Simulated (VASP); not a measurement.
# ScSiS3 (P4/mmm) in VASP: notebook, part 2 of 2

VASP 6.6.1. The steps go on from the part before.

**4. Relaxation of cell and atoms, PBE**

Contents of INCAR:

```
ALGO     = Normal         # electronic algorithm
EDIFF    = 1E-7           # SCF threshold, eV
EDIFFG   = -0.04          # ionic threshold
ENCUT    = 600            # plane-wave cutoff, eV
GGA      = PE             # functional
IBRION   = 2              # ionic algorithm
ISIF     = 3              # what is computed and relaxed
ISMEAR   = 0              # smearing method
LASPH    = True           # aspherical terms in the spheres
LCHARG   = False          # write CHGCAR
LREAL    = False          # projectors in reciprocal space
LWAVE    = False          # write WAVECAR
NELM     = 80             # most SCF steps
NSW      = 90             # ionic steps
PREC     = Accurate       # precision mode
SIGMA    = 0.1            # smearing width, eV
```

Contents of KPOINTS:

```
k-points
0
Gamma
  4 4 4
```

Contents of POSCAR:

```
ScSiS3
1.0
    4.5175989000      0.0000000000      0.0000000000
    0.0000000000      4.5175989000      0.0000000000
    0.0000000000      0.0000000000      5.1676085500
Sc Si S
1 1 3
Direct
    0.0000000000      0.0000000000      0.5000000000
    0.5000000000      0.5000000000      0.5000000000
    0.5000000000      0.0000000000      0.5000000000
    0.0000000000      0.5000000000      0.5000000000
    0.0000000000      0.0000000000      0.0000000000
```

Potentials or basis: VASP PAW PBE potentials, release 64 (Sc_sv, Si, S).

Started as:

```console
> cat potpaw_PBE.64/Sc_sv/POTCAR potpaw_PBE.64/Si/POTCAR potpaw_PBE.64/S/POTCAR > POTCAR
> mpirun -np 1 vasp_std > vasp.out
```

OUTCAR:

```text
EDIFF = 1E-7
   EDIFFG = -0.04
   ENCUT = 600
   GGA = PE
   IBRION = 2
   ISIF = 3
   ISMEAR = 0
   LASPH = True
   LREAL = False
   NELM = 80
   NSW = 90
   PREC = Accurate

 ion  position               nearest neighbor table
   1  0.000  0.000  0.500-   3 2.26   4 2.26   4 2.26   3 2.26   5 2.58   5 2.58   2 3.19   2 3.19
                             2 3.19   2 3.19
   2  0.500  0.500  0.500-   3 2.26   4 2.26   3 2.26   4 2.26   1 3.19   1 3.19   1 3.19   1 3.19

   3  0.500  0.000  0.500-   1 2.26   2 2.26   2 2.26   1 2.26
   4  0.000  0.500  0.500-   1 2.26   2 2.26   1 2.26   2 2.26
   5  0.000  0.000  0.000-   1 2.58   1 2.58

  LATTYP: Found a simple tetragonal cell.
 ALAT       =     4.5175989000
 C/A-ratio  =     1.1438838782

  Lattice vectors:

 A1 = (   4.5175989000,   0.0000000000,   0.0000000000)
 A2 = (   0.0000000000,   4.5175989000,   0.0000000000)
 A3 = (   0.0000000000,   0.0000000000,   5.1676085500)

[... 179 lines left out ...]
 cond. band min:       4.1189805216   @ k =   0.2500   0.2500   0.5000
 fundamental gap:      0.1524309991
 Fermi energy:         4.0855097889

 k-point     1 :       0.0000    0.0000    0.0000
  band No.  band energies     occupation
      1     -44.4811      2.00000
      2     -23.4729      2.00000
      3     -23.4729      2.00000
      4     -23.0110      2.00000
      5     -11.6797      2.00000
      6      -9.3420      2.00000
[... 597 lines left out ...]
--------------------------------------- Ionic step        6  -------------------------------------------

 number of electron      33.0000009 magnetization

 Free energy of the ion-electron system (eV)
  ---------------------------------------------------
  ext. energy  EPLUGINS =         0.00000000
  ---------------------------------------------------
  free energy    TOTEN  =       -26.41541087 eV

  energy without entropy =      -26.37886675  energy(sigma->0) =      -26.39713881

 E-fermi :   2.3818     XC(G=0):  -8.4644

 val. band max:        2.3782769193   @ k =   0.5000   0.5000   0.2500
 cond. band min:       2.3830758498   @ k =   0.5000   0.5000   0.2500
 fundamental gap:      0.0047989304
 Fermi energy:         2.3817634718

 k-point     1 :       0.0000    0.0000    0.0000
  band No.  band energies     occupation
      1     -46.5907      2.00000
      2     -25.3138      2.00000
      3     -25.3138      2.00000
      4     -25.1182      2.00000
      5     -11.0770      2.00000
      6      -9.6842      2.00000
[... 435 lines left out ...]
  FREE ENERGIE OF THE ION-ELECTRON SYSTEM (eV)
  ---------------------------------------------------
  free  energy   TOTEN  =       -26.4154108670 eV

  energy  without entropy=      -26.3788667546  energy(sigma->0) =      -26.39713881

 reached required accuracy - stopping structural energy minimisation
```

OSZICAR:

```text
N       E                     dE             d eps       ncg     rms          rms(c)
DAV:   1     0.394477311703E+03    0.39448E+03   -0.15768E+04   720   0.165E+03
DAV:   2     0.292558162215E+02   -0.36522E+03   -0.35945E+03   752   0.460E+02
DAV:   3    -0.234700982152E+02   -0.52726E+02   -0.50461E+02  1144   0.151E+02
[... 95 lines left out ...]
DAV:   7    -0.264154095884E+02   -0.16704E-05   -0.12065E-05  1052   0.300E-02    0.662E-03
DAV:   8    -0.264154104033E+02   -0.81482E-06   -0.21316E-06   792   0.909E-03    0.291E-03
DAV:   9    -0.264154106737E+02   -0.27039E-06   -0.36861E-07   708   0.429E-03    0.952E-04
DAV:  10    -0.264154108502E+02   -0.17656E-06   -0.73791E-08   488   0.211E-03    0.475E-04
DAV:  11    -0.264154108670E+02   -0.16757E-07   -0.32974E-08   420   0.199E-03
   6 F= -.26415411E+02 E0= -.26397139E+02  d E =-.336454E-01
```

It took 1.9 min on 1 thread of Intel Xeon 6975P-C (Granite Rapids), shared host; peak memory 0.25 GiB.

Results:

```
Free energy                            : -26.4154 eV
Relaxed volume                         : 25.47 Å³/atom
Relaxed cell                           : a = 5.066 Å, b = 5.066 Å, c = 4.962 Å, α = 90.00°, β = 90.00°, γ = 90.00°
Space group after relaxing (to 0.05 Å) : P4/mmm (No. 123)
Energy gained by relaxing              : 392.7 meV/atom
Ionic steps                            : 6
Pressure after relaxing                : -0.1 GPa
```

Step by step:
```tsv
step	energy change (eV)	largest force (eV/Å)	pressure (GPa)	volume (Å³)
1	0.0000	0.0000	18.36	105.46
2	-1.5923	0.0000	-5.32	145.14
3	-1.9286	0.0000	-0.73	130.08
4	-1.9298	0.0000	-1.06	130.95
5	-1.9609	0.0000	-0.35	128.29
6	-1.9635	0.0000	-0.07	127.37
```

Final structure:
```
Sc Si S
1.0
     5.06635    0.00000    0.00000
     0.00000    5.06635    0.00000
     0.00000    0.00000    4.96225
Sc Si S
1 1 3
Direct
  0.00000 0.00000 0.50000
  0.50000 0.50000 0.50000
  0.50000 0.00000 0.50000
  0.00000 0.50000 0.50000
  0.00000 0.00000 0.00000
```

Caveat: the volume moved by over 15 % at a fixed basis, so the end points are rough.

**5. Single point, PBE, collinear spin, ferromagnetic start**

This run uses another cell than the first one, of 25.37 Å³/atom, 1.203 times its volume.

Contents of INCAR:

```
SYSTEM = ScSiS3
PREC = Accurate
ENCUT = 520
EDIFF = 1E-6
ISMEAR = 0
SIGMA = 0.1
LREAL = .FALSE.
LASPH = .TRUE.
NELM = 150
ALGO = Normal
ISIF = 2
LWAVE = .FALSE.
LCHARG = .FALSE.
ISPIN = 2
MAGMOM = 1 0 0 0 0
LORBIT = 11
LMAXMIX = 4
GGA = PE
NBANDS = 28
```

Contents of KPOINTS:

```
regular mesh
0
G
  4 4 4
  0 0 0
```

POSCAR: that of step 4 with these lines changed.

```diff
@@ -2,5 +2,5 @@
 1.0
-    4.5175989000      0.0000000000      0.0000000000
-    0.0000000000      4.5175989000      0.0000000000
-    0.0000000000      0.0000000000      5.1676085500
+    5.0589362089      0.0000000000      0.0000000000
+    0.0000000000      5.0589362089      0.0000000000
+    0.0000000000      0.0000000000      4.9571803744
 Sc Si S
```

Started as:

```console
> cat potpaw_PBE.64/Sc_sv/POTCAR potpaw_PBE.64/Si/POTCAR potpaw_PBE.64/S/POTCAR > POTCAR
> mpirun -np 1 vasp_std > vasp.out
```

Wall time 69 s (1 thread of Intel Xeon 6975P-C (Granite Rapids), shared host); peak memory 0.33 GiB.

The run converged. Its results:

| Property | Result |
| --- | --- |
| Free energy | -26.4192 eV |
| Pressure | 0.1 GPa |
| Net moment | 0.00 μB per cell |
| Valence electrons inside the program's atomic spheres | Sc 9.46; Si 1.43; S 3.71 |

Levels at points of the mesh, in eV from the Fermi level:
Spin up:
```tsv
k point	band 12	band 13	band 14	band 15	band 16	band 17	band 18	band 19	band 20	band 21
(0.00, 0.00, 0.00)	-2.10	-2.10	-1.18	-0.35	0.03	0.03	1.15	1.88	1.88	2.58
(0.50, 0.00, 0.00)	-2.49	-2.39	-0.80	-0.35	0.01	0.05	1.57	1.98	1.98	2.81
(0.50, 0.50, 0.00)	-2.12	-1.99	-1.28	-0.73	-0.73	0.41	0.74	1.53	1.53	3.33
(0.00, 0.00, 0.50)	-2.73	-1.85	-1.85	-1.44	-1.21	-1.21	1.20	2.03	2.89	3.66
(0.50, 0.00, 0.50)	-2.66	-2.48	-1.91	-1.14	0.03	0.23	1.12	2.02	2.83	3.61
(0.50, 0.50, 0.50)	-3.00	-2.37	-1.98	-0.34	0.46	0.46	0.82	1.55	1.55	3.96
```
Spin down:
| k point | band 14 | band 15 | band 16 | band 17 | band 18 | band 19 |
| --- | --- | --- | --- | --- | --- | --- |
| (0.00, 0.00, 0.00) | -1.18 | -0.35 | 0.03 | 0.03 | 1.15 | 1.88 |
| (0.50, 0.00, 0.00) | -0.80 | -0.35 | 0.01 | 0.05 | 1.57 | 1.98 |
| (0.50, 0.50, 0.00) | -1.28 | -0.73 | -0.73 | 0.40 | 0.74 | 1.53 |
| (0.00, 0.00, 0.50) | -1.85 | -1.44 | -1.21 | -1.21 | 1.20 | 2.02 |
| (0.50, 0.00, 0.50) | -1.91 | -1.14 | 0.03 | 0.23 | 1.12 | 2.02 |
| (0.50, 0.50, 0.50) | -1.98 | -0.34 | 0.46 | 0.46 | 0.82 | 1.55 |

**6. Overview**

| task | spin | cell | cutoff (eV) | gap on the mesh (eV) | pressure (GPa) |
| --- | --- | --- | --- | --- | --- |
| single point | off | a = 4.518, b = 4.518, c = 5.168 Å, 5 atoms | 520 | none | 18.3 |
| single point | off | a = 5.059, b = 5.059, c = 4.957 Å, 5 atoms | 520 | none | 0.1 |
| relaxation of cell and atoms | off | relaxed from a = 4.518, b = 4.518, c = 5.168 Å, 5 atoms | 600 | none | -0.1 |
| single point | collinear, ferromagnetic start | a = 5.059, b = 5.059, c = 4.957 Å, 5 atoms | 520 | none | 0.1 |

Alike in all rows: level PBE; potentials or basis VASP PAW PBE potentials, release 64 (Sc_sv, Si, S); k mesh 4 × 4 × 4; smearing gaussian 0.1 eV.

Caveats: the volume moved by over 15 % at a fixed basis, so the end points are rough (some runs).

Absolute energies hang on the potentials; compare differences alone.
